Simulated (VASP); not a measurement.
A run of VASP 6.6.1:

File INCAR:

```
SYSTEM = HfN
PREC = Accurate ; ENCUT = 600
EDIFF = 1E-6 ; ISMEAR = 0
SIGMA = 0.15 ; LREAL = .FALSE.
LASPH = .TRUE. ; NELM = 120
ALGO = Normal ; ISIF = 2
LWAVE = .FALSE. ; LCHARG = .FALSE.
GGA = PS ; NBANDS = 14
GGA_COMPAT = .FALSE.
```

KPOINTS

```
Automatic mesh
0
G
  22 22 22
  0 0 0
```

The input POSCAR:

```
HfN
1.0
    0.0000000000      2.3633145458      2.3633145458
    2.3633145458      0.0000000000      2.3633145458
    2.3633145458      2.3633145458      0.0000000000
Hf N
1 1
Direct
    0.0000000000      0.0000000000      0.0000000000
    0.5000000000      0.5000000000      0.5000000000
```

Potentials or basis: VASP PAW PBE potentials, release 64 (Hf_pv, N).

Launch:

```sh
$ cat potpaw_PBE.64/Hf_pv/POTCAR potpaw_PBE.64/N/POTCAR > POTCAR
$ mpirun -np 1 vasp_std > vasp.out
```

Hardware: 1 thread of Intel(R) Xeon(R) 6975P-C (Granite Rapids), on a shared host.

**Question.** Estimate the wall time of this run.

**Answer.** It took 50 s on 1 thread of Intel(R) Xeon(R) 6975P-C (Granite Rapids), with other jobs on the host, peak memory 0.28 GiB. Counts: scf iterations 12, k points 328.
